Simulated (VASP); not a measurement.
# Ga2BAs3 (I-4m2) in VASP: a series of runs, part 2 of 2

VASP 6.6.1. The steps go on from the part before.

### Step 4. Relaxation of cell and atoms, PBE

File INCAR:

```
  PREC = Accurate
  ENCUT = 600
  EDIFF = 1E-6
  ISMEAR = 0
  SIGMA = 0.1
  LREAL = F
  LASPH = T
  NELM = 100
  ALGO = Normal
  ISIF = 3
  LWAVE = F
  LCHARG = F
  GGA = PE
  IBRION = 2
  NSW = 90
  EDIFFG = -0.04
```

File KPOINTS:

```
Automatic mesh
0
Gamma
  6 6 6
```

File POSCAR:

```
Ga2BAs3
1.0
   -1.9001415200      1.9001415200      8.0616177200
    1.9001415200     -1.9001415200      8.0616177200
    1.9001415200      1.9001415200     -8.0616177200
Ga B As
2 1 3
Direct
    0.6666666700      0.6666666700      0.0000000000
    0.3333333300      0.3333333300      0.0000000000
    0.0000000000      0.0000000000      0.0000000000
    0.5833333300      0.0833333300      0.5000000000
    0.2500000000      0.7500000000      0.5000000000
    0.9166666700      0.4166666700      0.5000000000
```

Potentials or basis: VASP PAW PBE potentials, release 64 (Ga_d, B, As).

Launch:

```bash
> cat potpaw_PBE.64/Ga_d/POTCAR potpaw_PBE.64/B/POTCAR potpaw_PBE.64/As/POTCAR > POTCAR
> mpirun -np 1 vasp_std > vasp.out
```

OUTCAR:

```text
PREC = Accurate
   ENCUT = 600
   EDIFF = 1E-6
   ISMEAR = 0
   LREAL = F
   LASPH = T
   NELM = 100
   ISIF = 3
   GGA = PE
   IBRION = 2
   NSW = 90
   EDIFFG = -0.04

 ion  position               nearest neighbor table
   1  0.667  0.667  0.000-   5 2.33   5 2.33   4 2.33   4 2.33
   2  0.333  0.333  0.000-   5 2.33   5 2.33   6 2.33   6 2.33
   3  0.000  0.000  0.000-   4 2.33   6 2.33   4 2.33   6 2.33
   4  0.583  0.083  0.500-   3 2.33   3 2.33   1 2.33   1 2.33
   5  0.250  0.750  0.500-   2 2.33   1 2.33   2 2.33   1 2.33
   6  0.917  0.417  0.500-   3 2.33   3 2.33   2 2.33   2 2.33

  LATTYP: Found a body centered tetragonal cell.
 ALAT       =     3.8002830400
 C/A-ratio  =     4.2426406850

  Lattice vectors:

 A1 = (  -1.9001415200,   1.9001415200,   8.0616177200)
 A2 = (   1.9001415200,  -1.9001415200,   8.0616177200)
 A3 = (   1.9001415200,   1.9001415200,  -8.0616177200)

Analysis of symmetry for initial positions (statically):
[... 428 lines left out ...]
 cond. band min:       4.9190268689   @ k =   0.0000   0.0000   0.0000
 fundamental gap:      0.4533250351
 Fermi energy:         4.6992546498

 k-point     1 :       0.0000    0.0000    0.0000
  band No.  band energies     occupation
      1     -10.6520      2.00000
      2     -10.5942      2.00000
      3     -10.5299      2.00000
      4     -10.5299      2.00000
      5     -10.5036      2.00000
      6     -10.5036      2.00000
[... 726 lines left out ...]
--------------------------------------- Ionic step        8  -------------------------------------------

 number of electron      43.9999999 magnetization

 Free energy of the ion-electron system (eV)
  ---------------------------------------------------
  ext. energy  EPLUGINS =         0.00000000
  ---------------------------------------------------
  free energy    TOTEN  =       -26.94891735 eV

  energy without entropy =      -26.94891220  energy(sigma->0) =      -26.94891477

 E-fermi :   4.6889     XC(G=0):  -9.7343

 val. band max:        4.4589748231   @ k =   0.0000   0.0000   0.0000
 cond. band min:       4.9047928847   @ k =   0.0000   0.0000   0.0000
 fundamental gap:      0.4458180616
 Fermi energy:         4.6889361274

 k-point     1 :       0.0000    0.0000    0.0000
  band No.  band energies     occupation
      1     -10.6660      2.00000
      2     -10.6086      2.00000
      3     -10.5443      2.00000
      4     -10.5443      2.00000
      5     -10.5178      2.00000
      6     -10.5178      2.00000
[... 720 lines left out ...]
  FREE ENERGIE OF THE ION-ELECTRON SYSTEM (eV)
  ---------------------------------------------------
  free  energy   TOTEN  =       -26.9489173489 eV

  energy  without entropy=      -26.9489121997  energy(sigma->0) =      -26.94891477

 reached required accuracy - stopping structural energy minimisation
```

CONTCAR:

```text
Ga2BAs3
   1.00000000000000
    -1.9090825979918751    1.9090825979918751    8.3111361805181723
     1.9090825979918751   -1.9090825979918751    8.3111361805181723
     1.9090825979918751    1.9090825979918751   -8.3111361805181723
  Ga              B               As
     2     1     3
Direct
     0.6595636424654682    0.6595636424654682    1.0000000000000000
     0.3404363575345319    0.3404363575345319    0.0000000000000000
     1.0000000000000000    1.0000000000000000    0.0000000000000000
     0.5679572704243639    0.0679572704243638    0.5000000000000000
     0.2500000000000000    0.7500000000000000    0.5000000000000000
     0.9320427295756361    0.4320427295756362    0.5000000000000000

  0.00000000E+00  0.00000000E+00  0.00000000E+00
  0.00000000E+00  0.00000000E+00  0.00000000E+00
  0.00000000E+00  0.00000000E+00  0.00000000E+00
  0.00000000E+00  0.00000000E+00  0.00000000E+00
  0.00000000E+00  0.00000000E+00  0.00000000E+00
  0.00000000E+00  0.00000000E+00  0.00000000E+00
```

Run time: 45 min. Hardware: 1 thread of Intel Xeon Platinum 8488C (Sapphire Rapids), shared host; peak memory 0.82 GiB.

What came out:

```
Free energy                           : -26.9489 eV
Relaxed volume                        : 20.19 Å³/atom
Relaxed cell                          : a = 8.739 Å, b = 8.739 Å, c = 8.739 Å, α = 154.76°, β = 154.76°, γ = 35.99°
Space group after relaxing (to 0.1 Å) : I-4m2 (No. 119)
Energy gained by relaxing             : 151.5 meV/atom
Ionic steps                           : 8
Pressure after relaxing               : 0.0 GPa
Largest force after relaxing          : 0.014 eV/Å
Band gap on the k mesh                : 0.45 eV
```

Forces on the atoms (eV/Å):
```
Ga   0.000  0.000  0.013
Ga   0.000  0.000 -0.013
B    0.000  0.000  0.000
As   0.000  0.000  0.014
As   0.000  0.000  0.000
As   0.000  0.000 -0.014
```

The path:
```csv
step,energy change (eV),largest force (eV/Å),pressure (GPa),volume (Å³)
1,0.0000,3.2081,6.07,116.43
2,-0.6303,0.9071,-3.71,129.26
3,-0.6350,0.8662,-3.14,128.10
4,-0.8419,0.6771,-1.06,123.27
5,-0.8820,0.5376,0.64,120.20
6,-0.9085,0.0278,0.10,120.95
7,-0.9085,0.0423,0.08,120.97
8,-0.9092,0.0138,-0.01,121.16
```

Final structure:
```
Ga B As
1.0
    -1.90908    1.90908    8.31114
     1.90908   -1.90908    8.31114
     1.90908    1.90908   -8.31114
Ga B As
2 1 3
Direct
  0.65956 0.65956 0.00000
  0.34044 0.34044 0.00000
  0.00000 0.00000 0.00000
  0.56796 0.06796 0.50000
  0.25000 0.75000 0.50000
  0.93204 0.43204 0.50000
```

Levels at points of the mesh, in eV from the valence-band top:
```tsv
k point	band 19	band 20	band 21	band 22	band 23	band 24	band 25	band 26
(0.00, 0.00, 0.00)	-1.98	-0.41	0.00	0.00	0.45	0.65	1.44	2.56
(0.50, 0.00, 0.00)	-2.72	-1.59	-1.03	-0.88	0.61	1.83	2.82	3.89
(0.50, 0.50, 0.00)	-3.84	-3.81	-3.18	-3.11	1.15	1.18	2.85	2.98
(0.50, 0.50, 0.50)	-1.44	-1.44	-0.77	-0.77	0.62	1.00	2.28	2.66
```

### Step 5. Overview

| task | cell | cutoff (eV) | gap on the mesh (eV) | pressure (GPa) | largest force (eV/Å) |
| --- | --- | --- | --- | --- | --- |
| single point | a = 8.498 Å, angles 154.2, 154.2, 36.9°, 6 atoms, atomic positions A | 520 | 0.91 | 6.1 | 3.21 |
| single point | a = 8.739 Å, angles 154.8, 154.8, 35.9°, 6 atoms, atomic positions B | 520 | 0.47 | 0.4 | 0.01 |
| relaxation of cell and atoms | relaxed from a = 8.498 Å, angles 154.2, 154.2, 36.9°, 6 atoms, atomic positions A | 600 | 0.45 | 0.0 | 0.01 |

Alike in all rows: level PBE; potentials or basis VASP PAW PBE potentials, release 64 (Ga_d, B, As); no spin polarisation; k mesh 6 × 6 × 6; smearing gaussian 0.1 eV.

Caveats: the cell stands under pressure (at least some runs); forces of over 1 eV/Å act on the atoms, so gaps and moduli don't describe the material at rest (at least some runs).

Total energies depend on the potentials used, so only differences within one code and one set of settings carry meaning.
